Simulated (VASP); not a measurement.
# Pt (P6_3/mmc) in VASP: relaxation of shape and atoms at fixed volume with PBE

Aim: the relaxation of shape and atoms at fixed volume of Pt with PBE.

Everything below comes from runs of VASP 6.6.1. Logs are shortened: lines on timing, memory, paths and dates and some standing lists are left out, and cuts for length are marked.

## 1. The cell of the first run

Symmetry: P6_3/mmc, No. 194, hexagonal system. The conventional cell has a = 2.793 Å, b = 2.793 Å, c = 4.770 Å, α = 90.00°, β = 90.00°, γ = 120.00°. Within 3.7 Å of Pt (site symmetry -6m2) lie 12 Pt at 2.79 to 2.88 Å.

This isn't the form of Pt at room conditions, which is fcc.

## 2. Relaxation of shape and atoms at fixed volume, PBE (16.11 Å³/atom)

INCAR reads:

```
SYSTEM = Pt
PREC = Accurate ; ENCUT = 600
EDIFF = 1E-6 ; ISMEAR = -1
SIGMA = 0.15 ; LREAL = .FALSE.
LASPH = .TRUE. ; NELM = 60
ALGO = Fast ; ISIF = 4
LWAVE = .FALSE. ; LCHARG = .FALSE.
GGA = PE ; IBRION = 2
NSW = 80 ; EDIFFG = -0.001
```

KPOINTS reads:

```
regular mesh
0
G
  18 18 10
  0 0 0
```

POSCAR reads:

```
Pt
1.0
    2.7927418354      0.0000000000      0.0000000000
   -1.3963709177      2.4185853757      0.0000000000
    0.0000000000      0.0000000000      4.7702088102
Pt
2
Direct
    0.6666666667      0.3333333333      0.7500000000
    0.3333333333      0.6666666667      0.2500000000
```

Potentials or basis: VASP PAW PBE potentials, release 64 (Pt).

Started as:

```console
$ cat potpaw_PBE.64/Pt/POTCAR > POTCAR
$ mpirun -np 1 vasp_std > vasp.out
```

OUTCAR:

```text
SYSTEM = Pt
   PREC = Accurate
   ENCUT = 600
   EDIFF = 1E-6
   ISMEAR = -1
   LREAL = .FALSE.
   LASPH = .TRUE.
   NELM = 60
   ISIF = 4
   GGA = PE
   IBRION = 2
   NSW = 80
   EDIFFG = -0.001

 ion  position               nearest neighbor table
   1  0.667  0.333  0.750-   2 2.88   2 2.88   2 2.88   2 2.88   2 2.88   2 2.88
   2  0.333  0.667  0.250-   1 2.88   1 2.88   1 2.88   1 2.88   1 2.88   1 2.88

  LATTYP: Found a hexagonal cell.
 ALAT       =     2.7927418354
 C/A-ratio  =     1.7080736750

  Lattice vectors:

 A1 = (   2.7927418354,   0.0000000000,   0.0000000000)
 A2 = (  -1.3963709177,   2.4185853757,   0.0000000000)
 A3 = (   0.0000000000,   0.0000000000,   4.7702088102)

Analysis of symmetry for initial positions (statically):
=====================================================================
 Subroutine PRICEL returns:
 Original cell was already a primitive cell.

 Routine SETGRP: Setting up the symmetry group for a
 hexagonal supercell.

 Subroutine GETGRP returns: Found 24 space group operations
 (whereof 12 operations were pure point group operations)
 out of a pool of 24 trial point group operations.

The static configuration has the point symmetry D_3d.
 The point group associated with its full space group is D_6h.

Analysis of symmetry for dynamics (positions and initial velocities):
=====================================================================
 Subroutine PRICEL returns:
 Original cell was already a primitive cell.

 Routine SETGRP: Setting up the symmetry group for a
 hexagonal supercell.

 Subroutine GETGRP returns: Found 24 space group operations
 (whereof 12 operations were pure point group operations)
 out of a pool of 24 trial point group operations.

The dynamic configuration has the point symmetry D_3d.
 The point group associated with its full space group is D_6h.

 Subroutine INISYM returns: Found 24 space group operations
 (whereof 12 operations are pure point group operations),
 and found     1 'primitive' translations

----------------------------------------------------------------------------------------

                                     Primitive cell

  volume of cell :      32.2203

[... 100 lines left out ...]
   NUPDOWN=      -1.0000    fix difference up-down
   EMIN   =  10.00;   EMAX   =-10.00  energy-range for DOS
   EFERMI =   0.00;   METHOD = LEGACY
   ISMEAR =    -1;   SIGMA  =   0.15  broadening in eV -4-tet -1-fermi 0-gaus
   EFERMI_NEDOS =   21; number of points for ismear=-14 and -15
   IALGO  =     68    algorithm
   IMIX   =      4    mixing-type and parameters
     AMIX     =   0.40;   BMIX     =  1.00
     AMIX_MAG =   1.60;   BMIX_MAG =  1.00
  volume/ion in A,a.u.               =      16.11       108.72
  Fermi-wavevector in a.u.,A,eV,Ry     =   1.396502  2.639007 26.534333  1.950218
  Thomas-Fermi vector in A             =   2.519850
   LORBIT       =      0    0 simple, 1 ext, 2 COOP (PROOUT), +10 PAW based schemes
   GGA     = PE    functional components
   LHFCALC =     F    Hartree Fock is set to
   AEXX    =    0.0000 exact exchange contribution
   IVDW    =     0    specifies the selected vdW correction
   LEPSILON=     F    determine dielectric tensor
   LRPA    =     F    only Hartree local field effects (RPA)
 conjugate gradient relaxation of ions
 non-spin polarized calculation
 RMM-DIIS sequential band-by-band and
  energy-cutoff  :      600.00
  volume of cell :       32.22
 maximum number of plane-waves:      1099
 NGX is ok and might be reduce to    24
   NGX = 11   NGY = 11   NGZ = 19

--------------------------------------- Ionic step        1  -------------------------------------------

 number of electron      20.0000002 magnetization

 Free energy of the ion-electron system (eV)
  ---------------------------------------------------
  ext. energy  EPLUGINS =         0.00000000
  ---------------------------------------------------
  free energy    TOTEN  =       -12.20176250 eV

  energy without entropy =      -11.95451229  energy(sigma->0) =      -12.07813739

------------------------ aborting loop because EDIFF is reached ----------------------------------------

  FORCE on cell =-STRESS in cart. coord.  units (eV):
  Direction    XX          YY          ZZ          XY          YZ          ZX
  --------------------------------------------------------------------------------------
  -------------------------------------------------------------------------------------
  Total       -0.9970200     -0.9970200     -0.9431653      0.0000000      0.0000000      0.0000000
  in kB      -49.5775246    -49.5775246    -46.8995644      0.0000000      0.0000000      0.0000000
  external PRESSURE =     -48.6848712 kB  Pullay stress =       0.0000000 kB
[... 275 lines left out ...]
--------------------------------------- Ionic step        9  -------------------------------------------

 number of electron      20.0000002 magnetization

 Free energy of the ion-electron system (eV)
  ---------------------------------------------------
  ext. energy  EPLUGINS =         0.00000000
  ---------------------------------------------------
  free energy    TOTEN  =       -12.20179439 eV

  energy without entropy =      -11.95532649  energy(sigma->0) =      -12.07856044

 E-fermi :  10.0472     XC(G=0): -13.0933

 val. band max:       10.0443997901   @ k =   0.3889  -0.0000   0.0000
 cond. band min:      10.0479153129   @ k =   0.4444   0.0000   0.0000
 fundamental gap:      0.0035155228
 Fermi energy:        10.0471865915

 k-point     1 :       0.0000    0.0000    0.0000
  band No.  band energies     occupation
      1       0.5437      2.00000
      2       3.2242      2.00000
      3       6.3091      2.00000
      4       6.7365      2.00000
      5       6.7365      2.00000
      6       7.1098      2.00000
      7       7.1098      2.00000
      8       8.1823      1.99999
      9       8.1823      1.99999
     10       9.4881      1.95302
     11       9.7864      1.70094
     12       9.7864      1.70094
     13      14.7442      0.00000
     14      25.1034      0.00000
[... 377 lines left out ...]
      1       4.1576      2.00000
      2       4.2476      2.00000
      3       4.6598      2.00000
      4       6.7013      2.00000
      5       6.8822      2.00000
      6       6.9451      2.00000
      7       7.2748      2.00000
      8       9.6503      1.86755
      9       9.8643      1.54381
     10      10.0961      0.83839
     11      11.9355      0.00001
     12      14.9995      0.00000
     13      16.8831      0.00000
     14      19.0405      0.00000

 [... further k-points ...]
[... 5 lines left out ...]
  --------------------------------------------------------------------------------------
  -------------------------------------------------------------------------------------
  Total       -0.9704012     -0.9704012     -0.9689841     -0.0000000     -0.0000000      0.0000000
  in kB      -48.2538851    -48.2538851    -48.1834220     -0.0000000     -0.0000000      0.0000000
  external PRESSURE =     -48.2303974 kB  Pullay stress =       0.0000000 kB
[... 17 lines left out ...]
  FREE ENERGIE OF THE ION-ELECTRON SYSTEM (eV)
  ---------------------------------------------------
  free  energy   TOTEN  =       -12.2017943929 eV

  energy  without entropy=      -11.9553264892  energy(sigma->0) =      -12.07856044

 reached required accuracy - stopping structural energy minimisation
```

It took 2.9 min on 1 thread of Oxide Virtual Turin-like, shared host; peak memory 0.21 GiB.

What came out:

```yaml
Free_energy: -12.2018 eV
Energy_gained_by_relaxing: 0.0 meV/atom
Ionic_steps: 9
Pressure_after_relaxing: -4.8 GPa
Band_gap_on_the_k_mesh: zero (bands 10 and 11 overlap by 1.23 eV)
```

Final structure:
```cif
data_structure
_symmetry_space_group_name_H-M 'P 1'
_symmetry_Int_Tables_number 1
_cell_length_a 2.7911
_cell_length_b 2.7911
_cell_length_c 4.7760
_cell_angle_alpha 90.000
_cell_angle_beta 90.000
_cell_angle_gamma 120.000
_cell_volume 32.22
loop_
_atom_site_label
_atom_site_type_symbol
_atom_site_fract_x
_atom_site_fract_y
_atom_site_fract_z
_atom_site_occupancy
Pt1 Pt 0.66667 0.33333 0.75000 1
Pt2 Pt 0.33333 0.66667 0.25000 1
```

Levels at points of the mesh, in eV from the Fermi level:
```csv
k point,band 8,band 9,band 10,band 11,band 12,band 13
"(0.00, 0.00, 0.00)",-1.86,-1.86,-0.56,-0.26,-0.26,4.70
"(0.50, 0.00, 0.00)",0.00,0.20,0.41,2.18,3.60,7.19
"(0.00, 0.00, 0.50)",-3.32,-0.82,-0.82,-0.82,-0.82,12.05
"(0.50, 0.00, 0.50)",-0.83,0.32,0.32,1.69,1.69,6.23
```

Caveat: spin-orbit coupling is left out, which moves the levels of the heavy elements.
